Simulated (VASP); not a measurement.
## RbAsH2O4: single point with PBE

RbAsH2O4:

```
CELL_PARAMETERS angstrom
0.00000 5.33122 3.61775
0.00000 -5.33122 3.61775
5.39516 0.00000 -3.61775
ATOMIC_POSITIONS crystal
O 0.27580 0.04760 0.05660
O 0.99100 0.21920 0.94340
O 0.96920 0.24100 0.44340
O 0.79760 0.52580 0.55660
O 0.97480 0.03120 0.22920
O 0.80200 0.74560 0.77080
O 0.49560 0.05200 0.27080
O 0.78120 0.22480 0.72920
As 0.00000 0.00000 0.00000
As 0.75000 0.25000 0.50000
H 0.27840 0.91500 0.91280
H 0.00220 0.36560 0.08720
H 0.11560 0.25220 0.58720
H 0.66500 0.52840 0.41280
Rb 0.51650 0.51650 0.00000
Rb 0.26650 0.76650 0.50000
```

| Item | Value |
| --- | --- |
| Program | VASP 6.6.1 |
| Task | single point |
| Functional | PBE |
| Potentials or basis | VASP PAW PBE potentials, release 64 (O, As, H, Rb_sv) |
| Cutoff | 520 eV |
| k mesh | 5 × 5 × 5 |
| Occupations | fermi-dirac, width 0.1 eV |
| Spin | no spin polarisation |

```json
{"Pressure": "60.9 GPa", "Largest force": "11.605 eV/Å", "Band gap on the k mesh": "zero (bands 40 and 41 overlap by 0.03 eV)"}
```

Forces in eV/Å, atoms in the order of the input:
```
O   -9.525  1.182  6.524
O    9.525 -1.182  6.524
O    9.525  1.182  6.524
O   -9.525 -1.182  6.524
O    2.056  6.866 -6.714
O   -2.056 -6.866 -6.714
O   -2.056  6.866 -6.714
O    2.056 -6.866 -6.714
As   0.000  0.000  0.229
As   0.000  0.000  0.229
H    2.338 -1.948 -0.258
H   -2.338  1.948 -0.258
H   -2.338 -1.948 -0.258
H    2.338  1.948 -0.258
Rb   0.000  0.000  0.668
Rb   0.000  0.000  0.668
```

Stress tensor (GPa, compression positive):
```
78.83  0.00  0.00
 0.00 66.04  0.00
 0.00  0.00 37.75
```

Levels at points of the mesh, in eV from the Fermi level:
| k point | band 38 | band 39 | band 40 | band 41 | band 42 | band 43 |
| --- | --- | --- | --- | --- | --- | --- |
| (0.00, 0.00, 0.00) | -1.44 | -0.86 | -0.13 | -0.13 | 1.50 | 1.50 |

Run time: 6.5 min on 1 thread of Intel(R) Xeon(R) Platinum 8559C (Emerald Rapids), on a shared host, peak memory 0.43 GiB.

Caveat: the cell stands under pressure; forces of over 1 eV/Å act on the atoms, so gaps and moduli don't describe the material at rest.
